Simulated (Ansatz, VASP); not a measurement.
Two plane-wave programs on MgS

Contents of INCAR:

```
PREC     = Accurate       # precision mode
ENCUT    = 520            # plane-wave cutoff, eV
EDIFF    = 1E-6           # SCF threshold, eV
ISMEAR   = 0              # smearing method
SIGMA    = 0.02           # smearing width, eV
LREAL    = F              # projectors in reciprocal space
LASPH    = T              # aspherical terms in the spheres
NELM     = 60             # most SCF steps
ALGO     = Normal         # electronic algorithm
ISIF     = 2              # what is computed and relaxed
LWAVE    = F              # write WAVECAR
LCHARG   = F              # write CHGCAR
GGA      = PE             # functional
NBANDS   = 16             # bands
```

The input KPOINTS:

```
Automatic mesh
0
Gamma
  6 6 4
```

File POSCAR:

```
MgS
1.0
    2.8486069961      2.8486069961      0.0000000000
   -2.8486069961      2.8486069961      0.0000000000
    0.2417123189      0.2417123189      5.6972139921
Mg S
2 2
Direct
    0.0077867201      0.0000000000     -0.0004543039
    0.5077867201      0.5000000000      0.4995456961
    0.4922132799      0.0000000000      0.2504543039
   -0.0077867201      0.5000000000      0.7504543039
```

Input for Ansatz:

```yaml
crystal:
  lattice:
    - [2.8486069961, 2.8486069961, 0.0]
    - [-2.8486069961, 2.8486069961, 0.0]
    - [0.2417123189, 0.2417123189, 5.6972139921]
  atoms:
    - { symbol: Mg, position: [0.0077867201, 0.0, -0.0004543039] }
    - { symbol: Mg, position: [0.5077867201, 0.5, 0.4995456961] }
    - { symbol: S, position: [0.4922132799, 0.0, 0.2504543039] }
    - { symbol: S, position: [-0.0077867201, 0.5, 0.7504543039] }
basis:
  ecutwfc: 420
kpoints:
  mp_grid: { grid: [6, 6, 4] }
  band_path: { path: [VBM, CBM], npoints: 2 }
hamiltonian:
  xc: pbe
scf:
  occupations: { method: gaussian, width: 0.02 }
output:
  forces: true
  stress: true
  eigenvalues: true
checkpoint:
  read: start.run
  write: ck
  compress: false
  write_wavefunctions: false
  write_every: 100000
```

Alike in both runs: task single point; functional PBE; k mesh 6 × 6 × 4; occupations gaussian, width 0.02 eV; no spin polarisation.

|  | VASP | Ansatz |
| --- | --- | --- |
| version | VASP 6.6.1 | Ansatz 0.2.0 |
| potentials or method | VASP PAW PBE potentials, release 64 (Mg, S), cutoff 520 eV | scalar-relativistic, plane waves, PAW |
| valence electrons in the cell | 16 | 32 |

|  | VASP | Ansatz | Ansatz less VASP |
| --- | --- | --- | --- |
| gap on the k mesh at the Fermi level (eV) | 3.15 | 3.16 | +0.009 |
| least direct gap on the mesh (eV) | 3.15 | 3.16 | +0.009 |
| pressure (GPa) | -0.2 | -0.1 | +0.16 |
| traceless stress, the component that is largest in VASP (GPa) | -1.26 | -1.25 | +0.008 |

VASP's potentials hold 16 valence electrons a cell and Ansatz's 32, so a difference there can come from the potentials and not from the codes.
